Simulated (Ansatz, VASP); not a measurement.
# YN in VASP and in Ansatz

```
Y N
1.0
     0.00000    2.40554    2.40554
     2.40554    0.00000    2.40554
     2.40554    2.40554    0.00000
Y N
1 1
Direct
  0.00000 0.00000 0.00000
  0.50000 0.50000 0.50000
```

Change from the starting cell: volume scaled by 0.96.

Alike in both runs: task single point; functional PBE; k mesh 9 × 9 × 9; occupations fermi-dirac, width 0.03 eV; no spin polarisation.

|  | VASP | Ansatz |
| --- | --- | --- |
| version | VASP 6.6.1 | Ansatz 0.2.0 |
| potentials or method | VASP PAW PBE potentials, release 64 (Y_sv, N), cutoff 600 eV | all-electron LAPW, scalar-relativistic |

```tsv
	VASP	Ansatz	Ansatz less VASP
pressure (GPa)	10.3	10.6	+0.34
```

Ansatz ran all-electron here, and VASP with PAW potentials.
